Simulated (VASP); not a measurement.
Crystal: HfMoSe4.

```
Hf Mo Se
1.0
     0.00000    4.23745    4.23745
     4.23745    0.00000    4.23745
     4.23745    4.23745    0.00000
Hf Mo Se
1 1 4
Direct
  0.00000 0.00000 0.00000
  0.25000 0.25000 0.25000
  0.62515 0.62515 0.12455
  0.62515 0.62515 0.62515
  0.12455 0.62515 0.62515
  0.62515 0.12455 0.62515
```

The cell was generated, and may not be a known phase.

```yaml
Program: VASP 6.6.1
Task: relaxation of cell and atoms
Functional: PBE
Potentials_or_basis: VASP PAW PBE potentials, release 64 (Hf_pv, Mo_sv, Se)
Cutoff: 600 eV
k_mesh: 4 × 4 × 4
Occupations: gaussian, width 0.1 eV
Spin: collinear spin
Starting_moments: "[0.0, 1.0, 0.0, 0.0, 0.0, 0.0] μB"
```

At the start: pressure -8.8 GPa; volume 25.36 Å³/atom.

**Question.** Where does the relaxation end?

**Answer.** Over 6 steps the energy falls by 188.4 meV/atom and the volume is 19.86 Å³/atom (-21.7 %); space group F-43m (No. 216, to 0.1 Å) before and after; moment 1.14 μB per cell.

The path:
```tsv
step	energy change (eV)	largest force (eV/Å)	pressure (GPa)	volume (Å³)
1	0.0000	0.0245	-8.85	152.17
2	-1.0933	0.0898	-2.51	123.37
3	-1.1228	0.1206	1.25	117.14
4	-1.1296	0.1114	-0.12	119.12
5	-1.1293	0.1144	0.28	118.51
6	-1.1306	0.0257	-0.13	119.13
```

Final structure:
```xyz
6
Lattice="0.0000 3.9054 3.9054 3.9054 0.0000 3.9054 3.9054 3.9054 0.0000" Properties=species:S:1:pos:R:3 pbc="T T T"
Hf    7.8109    7.8109    7.8109
Mo    1.9527    1.9527    1.9527
Se    2.9305    2.9305    4.8804
Se    4.8804    4.8804    4.8804
Se    4.8804    2.9305    2.9305
Se    2.9305    4.8804    2.9305
```

Caveat: the volume moved by over 15 % at a fixed basis, so the end points are rough.
